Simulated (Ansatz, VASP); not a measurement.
## Two plane-wave programs on AlN

The input INCAR:

```
ALGO = Normal ; EDIFF = 1E-6
ENCUT = 520 ; GGA = CA
ISIF = 2 ; ISMEAR = 0
LASPH = T ; LCHARG = F
LREAL = F ; LWAVE = F
NBANDS = 26 ; NELM = 60
PREC = Accurate ; SIGMA = 0.05
```

Contents of KPOINTS:

```
k-points
0
Gamma
  8 6 4
```

The input POSCAR:

```
AlN
1.0
   -1.6378403119      2.8368226349      0.0000000000
    0.0000000000      0.0000000000      4.1006264518
    4.9135209358      2.8368226349      0.0000000000
Al N
4 4
Direct
    0.7068420820      0.7500000000      0.1346680853
    1.0000000000      0.7500000000      0.6666666667
    0.0000000000      0.2500000000      0.3333333333
    0.5000000000      0.2500000000      0.8333333333
    0.5000000000      0.2500000000      0.1666666667
    1.0000000000      0.2500000000      0.6666666667
    0.0000000000      0.7500000000      0.3333333333
    0.5000000000      0.7500000000      0.8333333333
```

Input for Ansatz:

```yaml
crystal:
  lattice:
    - [-1.6378403119, 2.8368226349, 0.0]
    - [0.0, 0.0, 4.1006264518]
    - [4.9135209358, 2.8368226349, 0.0]
  atoms:
    - { symbol: Al, position: [0.706842082, 0.75, 0.1346680853] }
    - { symbol: Al, position: [1.0, 0.75, 0.6666666667] }
    - { symbol: Al, position: [0.0, 0.25, 0.3333333333] }
    - { symbol: Al, position: [0.5, 0.25, 0.8333333333] }
    - { symbol: "N", position: [0.5, 0.25, 0.1666666667] }
    - { symbol: "N", position: [1.0, 0.25, 0.6666666667] }
    - { symbol: "N", position: [0.0, 0.75, 0.3333333333] }
    - { symbol: "N", position: [0.5, 0.75, 0.8333333333] }
basis:
  ecutwfc: 420
kpoints:
  mp_grid: { grid: [8, 6, 4] }
hamiltonian:
  xc: lda
  pseudopotentials: { kind: paw, azcp: { folder: soft_1 } }
scf:
  occupations: { method: gaussian, width: 0.05 }
output:
  forces: true
  stress: true
  eigenvalues: true
```

Alike in both runs: task single point; functional LDA; k mesh 8 × 6 × 4; occupations gaussian, width 0.05 eV; no spin polarisation.

```csv
,VASP,Ansatz
version,VASP 6.6.1,Ansatz 0.2.0
potentials or method,"VASP PAW LDA potentials, release 64 (Al, N), cutoff 520 eV","scalar-relativistic, plane waves, PAW"
valence electrons in the cell,32,32
```

```tsv
	VASP	Ansatz	Ansatz less VASP
gap on the k mesh at the Fermi level (eV)	2.47	2.47	+0.003
least direct gap on the mesh (eV)	2.47	2.47	+0.003
pressure (GPa)	15.5	14.5	-1.00
traceless stress, the component that is largest in VASP (GPa)	23.28	22.57	-0.709
rms of the force components (eV/Å)	4.201	4.123	-0.0778
```

Ansatz warns that its potentials were made for another functional, while VASP's fit it. LDA's correlation is that of Perdew and Zunger in VASP and of Perdew and Wang (1992) in Ansatz. Atom by atom the forces differ by 0.081 eV/Å (rms over components).
